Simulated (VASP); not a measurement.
Here is a VASP 6.6.1 calculation.

INCAR

```
PREC     = Accurate       # precision mode
ENCUT    = 520            # plane-wave cutoff, eV
EDIFF    = 1E-8           # SCF threshold, eV
ISMEAR   = -1             # smearing method
SIGMA    = 0.08           # smearing width, eV
LREAL    = False          # projectors in reciprocal space
LASPH    = True           # aspherical terms in the spheres
NELM     = 80             # most SCF steps
ALGO     = Normal         # electronic algorithm
ISIF     = 2              # what is computed and relaxed
LWAVE    = False          # write WAVECAR
LCHARG   = False          # write CHGCAR
GGA      = PE             # functional
LEFG     = True         
ISYM     = 0            
NBANDS   = 11             # bands
```

File KPOINTS:

```
regular mesh
0
Gamma
  16 16 11
```

The input POSCAR:

```
Si
1.0
   -2.2510000000      2.3685000000      1.2750000000
    2.2510000000     -2.3685000000      1.2750000000
    2.2510000000      2.3685000000     -1.2750000000
Si
2
Direct
    0.8070000000      0.5570000000      0.2500000000
    0.1930000000      0.4430000000      0.7500000000
```

Potentials or basis: VASP PAW PBE potentials, release 64 (Si).

Launch:

```console
$ cat potpaw_PBE.64/Si/POTCAR > POTCAR
$ mpirun -np 1 vasp_std > vasp.out
```

Problem. Estimate the largest force.

Solution. 0.004 eV/Å.

Problem. What does it give for the pressure?

Solution. 15.7 GPa.

Stress tensor (GPa, compression positive):
```
14.64 -0.14  0.02
-0.14 17.80  0.06
 0.02  0.06 14.67
```

Caveat: the cell stands under pressure; without QUAD_EFG the Cq values of the log hold for a quadrupole moment of 1 mb, not for the nuclei.
